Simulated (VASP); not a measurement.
Bi2Se3, 5 atoms in the cell. The structure is trigonal, space group R-3m (No. 166). Conventional cell: a = 4.115 Å, b = 4.115 Å, c = 28.444 Å, α = 90.00°, β = 90.00°, γ = 120.00°. Within 3.7 Å of Bi (site symmetry 3m) lie 6 Se at 2.83 to 3.05 Å. Within 3.7 Å of Se (site symmetry 3m) lie 3 Bi at 2.83 Å and 3 Se at 3.49 Å. Se (site symmetry -3m) has 6 Bi at 3.05 Å and 12 Se at 4.12 to 4.20 Å within 4.2 Å. 

| Property | Result |
| --- | --- |
| Program | VASP 6.6.1 |
| Task | single point |
| Functional | revPBE |
| Potentials or basis | VASP PAW PBE potentials, release 64 (Bi_d, Se) |
| Cutoff | 520 eV |
| k mesh | 8 × 8 × 8 |
| Occupations | fermi-dirac, width 0.05 eV |
| Spin | no spin polarisation |
| Dipole correction | no |
| Further INCAR settings | ALGO = Normal; EDIFF = 1e-06; NBANDS = 32 |

Potentials or basis: VASP PAW PBE potentials, release 64 (Bi_d, Se).

Run with:

```sh
$ cat potpaw_PBE.64/Bi_d/POTCAR potpaw_PBE.64/Se/POTCAR > POTCAR
$ mpirun -np 1 vasp_std > vasp.out
```

Hardware: 1 thread of Intel(R) Xeon(R) Platinum 8488C (Sapphire Rapids), with other jobs on the host.

How long does it take, and how much memory?

It took 22 min on 1 thread of Intel(R) Xeon(R) Platinum 8488C (Sapphire Rapids) (shared host), peak memory 1 GiB. Counts: scf iterations 14, k points 65.
